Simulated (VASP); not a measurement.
A run of VASP 6.6.1:

INCAR

```
SYSTEM = PtSe2
ALGO = Normal ; EDIFF = 1E-6
ENCUT = 520 ; GGA = PE
ISIF = 2 ; ISMEAR = 1
LASPH = .TRUE. ; LCHARG = .FALSE.
LREAL = .FALSE. ; LWAVE = .FALSE.
NBANDS = 18 ; NELM = 100
PREC = Accurate ; SIGMA = 0.25
```

KPOINTS

```
k-points
0
G
  9 9 6
  0 0 0
```

The input POSCAR:

```
PtSe2
1.0
    3.7240000000      0.0000000000      0.0000000000
   -1.8620000000      3.2250800000      0.0000000000
    0.0000000000      0.0000000000      5.0620000000
Pt Se
1 2
Direct
    0.0000000000      0.0000000000      0.0000000000
    0.3333333333      0.6666666667      0.2500000000
    0.6666666667      0.3333333333      0.7500000000
```

Potentials or basis: VASP PAW PBE potentials, release 64 (Pt, Se).

The run is started by

```console
$ cat potpaw_PBE.64/Pt/POTCAR potpaw_PBE.64/Se/POTCAR > POTCAR
$ mpirun -np 1 vasp_std > vasp.out
```

Hardware: 1 thread of Intel(R) Xeon(R) Platinum 8259CL CPU @ 2.50GHz (Skylake/Cascade Lake) (shared host).

**Question.** Estimate the wall time of this run.

**Answer.** It took 46 s on 1 thread of Intel(R) Xeon(R) Platinum 8259CL CPU @ 2.50GHz (Skylake/Cascade Lake) (shared host), peak memory 0.22 GiB. Counts: scf iterations 13, k points 62.
